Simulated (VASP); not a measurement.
A run of VASP 6.6.1 is set up as follows.

The input INCAR:

```
SYSTEM = MgB2
PREC = Accurate ; ENCUT = 520
EDIFF = 1E-6 ; ISMEAR = -1
SIGMA = 0.05 ; LREAL = .False.
LASPH = .True. ; NELM = 60
ALGO = Normal ; ISIF = 2
LWAVE = .False. ; LCHARG = .False.
GGA = PE ; NBANDS = 11
```

Contents of KPOINTS:

```
regular mesh
0
Gamma
  12 12 9
  0 0 0
```

The input POSCAR:

```
MgB2
1.0
    3.0850007055      0.0308500071      0.0308500071
   -1.5157834630      2.6562639782      0.0112918863
    0.0352300000      0.0352300000      3.5230000000
Mg B
1 2
Direct
    0.0000000000      0.0000000000      0.0000000000
    0.3333333333      0.6666666667      0.5000000000
    0.6666666667      0.3333333333      0.5000000000
```

Potentials or basis: VASP PAW PBE potentials, release 64 (Mg, B).

Launch:

```bash
$ cat potpaw_PBE.64/Mg/POTCAR potpaw_PBE.64/B/POTCAR > POTCAR
$ mpirun -np 1 vasp_std > vasp.out
```

Task: Estimate the band gap on the k mesh.

Result: Zero (bands 4 and 5 overlap by 3.59 eV).

Task: Predict the largest force.

Result: 0.040 eV/Å.

Task: What does it give for the pressure?

Result: -1.1 GPa.

Stress tensor (GPa, compression positive):
```
-1.28 -3.91 -1.52
-3.91 -1.36 -1.52
-1.52 -1.52 -0.77
```

Caveat: the cell differs from its parent crystal (equal xy, yz and zx shear strains of +2 %).
